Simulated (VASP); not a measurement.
## Zn: single point with PBEsol

Crystal: Zn.

```
Zn
1.0
     0.00000    2.60148    2.60148
     2.60148    0.00000    2.60148
     2.60148    2.60148    0.00000
Zn
2
Direct
  0.87500 0.87500 0.87500
  0.12500 0.12500 0.12500
```

This isn't the form of Zn at room conditions, which is hcp.

```json
{
 "Program": "VASP 6.6.1",
 "Task": "single point",
 "Functional": "PBEsol",
 "Potentials or basis": "VASP PAW PBE potentials, release 64 (Zn)",
 "Cutoff": "520 eV",
 "k mesh": "13 × 13 × 13",
 "Occupations": "fermi-dirac, width 0.05 eV",
 "Spin": "no spin polarisation"
}
```

| Quantity | Value |
| --- | --- |
| Pressure | 17.3 GPa |
| Band gap on the k mesh | zero (bands 12 and 13 overlap by 8.22 eV) |

Levels at points of the mesh, in eV from the Fermi level:
```tsv
k point	band 10	band 11	band 12	band 13	band 14	band 15
(0.00, 0.00, 0.00)	-6.87	-6.87	6.98	6.98	6.98	8.28
```

It took 21 s on 1 thread of Intel(R) Xeon(R) 6975P-C (Granite Rapids), with other jobs on the host, peak memory 0.18 GiB.

Caveat: the cell stands under pressure; the PAW data sets were made with another functional, which shifts forces and pressure a little.
